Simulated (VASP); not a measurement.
A run of VASP 6.6.1 is set up as follows.

The input INCAR:

```
SYSTEM = GaAs
PREC = Accurate ; ENCUT = 520
EDIFF = 1E-7 ; ISMEAR = -1
SIGMA = 0.05 ; LREAL = .False.
LASPH = .True. ; NELM = 100
ALGO = Normal ; ISIF = 2
LWAVE = .False. ; LCHARG = .False.
GGA = PE ; NBANDS = 16
```

File KPOINTS:

```
regular mesh
0
Gamma
  13 13 13
  0 0 0
```

Contents of POSCAR:

```
GaAs
1.0
    0.0000000000      2.6957908136      2.6957908136
    2.6957908136      0.0000000000      2.6957908136
    2.6957908136      2.6957908136      0.0000000000
Ga As
1 1
Direct
    0.0000000000      0.0000000000      0.0000000000
    0.5000000000      0.5000000000      0.5000000000
```

Potentials or basis: VASP PAW PBE potentials, release 64 (Ga_d, As).

Command:

```sh
$ cat potpaw_PBE.64/Ga_d/POTCAR potpaw_PBE.64/As/POTCAR > POTCAR
$ mpirun -np 1 vasp_std > vasp.out
```

Q: Estimate the pressure.

A: 0.2 GPa.

Q: What does it give for the band gap on the k mesh?

A: Zero (band 9 reaches 5.82 eV, above the bottom of band 10 at 2.73 eV).

Caveat: the cell differs from its parent crystal (volume scaled by 1, to set the pressure).
